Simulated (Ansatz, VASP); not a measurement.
# SrO in VASP and in Ansatz

Contents of INCAR:

```
SYSTEM = SrO
  PREC = Accurate
  ENCUT = 600
  EDIFF = 1E-6
  ISMEAR = 0
  SIGMA = 0.1
  LREAL = .False.
  LASPH = .True.
  NELM = 200
  ALGO = Normal
  ISIF = 2
  LWAVE = .False.
  LCHARG = .False.
  LDAU = .True.
  LDAUTYPE = 2
  LDAUL = -1 1
  LDAUU = 0 5.9
  LDAUJ = 0 0
  LDAUPRINT = 1
  GGA = PE
  NBANDS = 15
  GGA_COMPAT = .False.
```

KPOINTS

```
Automatic mesh
0
Gamma
  6 6 6
  0 0 0
```

POSCAR

```
SrO
1.0
    0.0000000000      2.5837846888      2.5837846888
    2.5837846888      0.0000000000      2.5837846888
    2.5837846888      2.5837846888      0.0000000000
Sr O
1 1
Direct
    0.5000000000      0.5000000000      0.5000000000
    0.0000000000      0.0000000000      0.0000000000
```

Input for Ansatz:

```yaml
crystal:
  lattice:
    - [0.0, 2.5837846888, 2.5837846888]
    - [2.5837846888, 0.0, 2.5837846888]
    - [2.5837846888, 2.5837846888, 0.0]
  atoms:
    - { symbol: Sr, position: [0.5, 0.5, 0.5] }
    - { symbol: O, position: [0.0, 0.0, 0.0] }
basis: {}
kpoints:
  mp_grid: { grid: [6, 6, 6] }
hamiltonian:
  xc: pbe
  hubbard: { sites: [{ species: O, l: p, u_eff: 5.9 }] }
  pseudopotentials: { kind: nc }
scf:
  occupations: { method: gaussian, width: 0.1 }
  lower_state_search: "off"
output:
  forces: true
  stress: true
  eigenvalues: true
```

Alike in both runs: task single point; functional PBE; k mesh 6 × 6 × 6; occupations gaussian, width 0.1 eV; no spin polarisation; Hubbard terms O p U = 5.9 eV.

|  | VASP | Ansatz |
| --- | --- | --- |
| version | VASP 6.6.1 | Ansatz 0.2.0 |
| potentials or method | VASP PAW PBE potentials, release 64 (Sr_sv, O) | scalar-relativistic, plane waves, norm-conserving potentials |
| plane-wave cutoff (eV) | 600 | 1240 |
| valence electrons in the cell | 16 | 16 |

```csv
,VASP,Ansatz,Ansatz less VASP
gap on the k mesh at the Fermi level (eV),3.38,5.01,+1.632
least direct gap on the mesh (eV),3.47,5.09,+1.616
pressure (GPa),0.9,-0.8,-1.72
```

The programs project onto different local orbitals, so the same U acts differently, and such runs can settle in different states.
